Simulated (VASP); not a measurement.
A run of VASP 6.6.1:

File INCAR:

```
PREC = Accurate
ENCUT = 520
EDIFF = 1E-6
ISMEAR = 0
SIGMA = 0.1
LREAL = False
LASPH = True
NELM = 60
ALGO = Normal
ISIF = 2
LWAVE = False
LCHARG = False
GGA = PE
NBANDS = 18
```

File KPOINTS:

```
Automatic mesh
0
Gamma
  18 18 6
```

File POSCAR:

```
BiC2
1.0
    2.7913326928      0.0000000000      0.0000000000
   -1.3956663464      2.4173650224      0.0000000000
    0.0000000000      0.0000000000      8.8485809878
Bi C
1 2
Direct
    0.0000000000      0.0000000000      0.0000000000
    0.3333333333      0.6666666667      0.5000000000
    0.6666666667      0.3333333333      0.5000000000
```

Potentials or basis: VASP PAW PBE potentials, release 64 (Bi_d, C).

Command:

```bash
$ cat potpaw_PBE.64/Bi_d/POTCAR potpaw_PBE.64/C/POTCAR > POTCAR
$ mpirun -np 1 vasp_std > vasp.out
```

Hardware: 1 thread of Intel Xeon 8259CL, with other jobs on the host.

How long does it take, and how much memory?

Run time: 5.1 min on 1 thread of Intel Xeon 8259CL, with other jobs on the host, peak memory 0.3 GiB. Counts: scf iterations 13, k points 148.
